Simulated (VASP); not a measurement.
Write the native input for VASP 6.6.1 that does the following.

```
Task                   : single point
Functional             : PBE
Potentials or basis    : VASP PAW PBE potentials, release 64 (Ir, Rh_pv)
Cutoff                 : 520 eV
k mesh                 : 6 × 6 × 2
Occupations            : gaussian, width 0.1 eV
Spin                   : no spin polarisation
Dipole correction      : no
Further INCAR settings : ALGO = Fast; EDIFF = 1e-06; NBANDS = 51
```

The structure of IrRh5 lies in POSCAR:

```
IrRh5
1.0
    2.7282983000      0.0000000000      0.0000000000
   -1.3641492000      2.3627757000      0.0000000000
    0.0000000000      0.0000000000     13.1908402000
Ir Rh
1 5
Direct
    0.6666667000      0.3333333000      0.5000000000
    0.3333333000      0.6666667000      0.6666140000
    0.3333333000      0.6666667000      0.0000000000
    0.3333333000      0.6666667000      0.3333860000
    0.6666667000      0.3333333000      0.8340350000
    0.6666667000      0.3333333000      0.1659650000
```

These files were run (other wordings do the same):

INCAR

```
SYSTEM = IrRh5
  PREC = Accurate
  ENCUT = 520
  EDIFF = 1E-6
  ISMEAR = 0
  SIGMA = 0.1
  LREAL = .FALSE.
  LASPH = .TRUE.
  NELM = 80
  ALGO = Fast
  ISIF = 2
  LWAVE = .FALSE.
  LCHARG = .FALSE.
  GGA = PE
  NBANDS = 51
```

KPOINTS

```
Automatic mesh
0
G
  6 6 2
  0 0 0
```

Potentials or basis: VASP PAW PBE potentials, release 64 (Ir, Rh_pv).

Run with:

```bash
$ cat potpaw_PBE.64/Ir/POTCAR potpaw_PBE.64/Rh_pv/POTCAR > POTCAR
$ mpirun -np 1 vasp_std > vasp.out
```

It gave:

The pressure is 0.5 GPa and the largest force is 0.028 eV/Å. The band gap on the k mesh is zero (band 42 reaches 11.90 eV, above the bottom of band 43 at 9.75 eV).

Caveat: the k points lie up to 0.44 Å⁻¹ apart; spin-orbit coupling is left out, which moves the levels of the heavy elements.

Run time: 42 s on 1 thread of Intel(R) Xeon(R) 6975P-C (Granite Rapids), with other jobs on the host, peak memory 0.21 GiB.
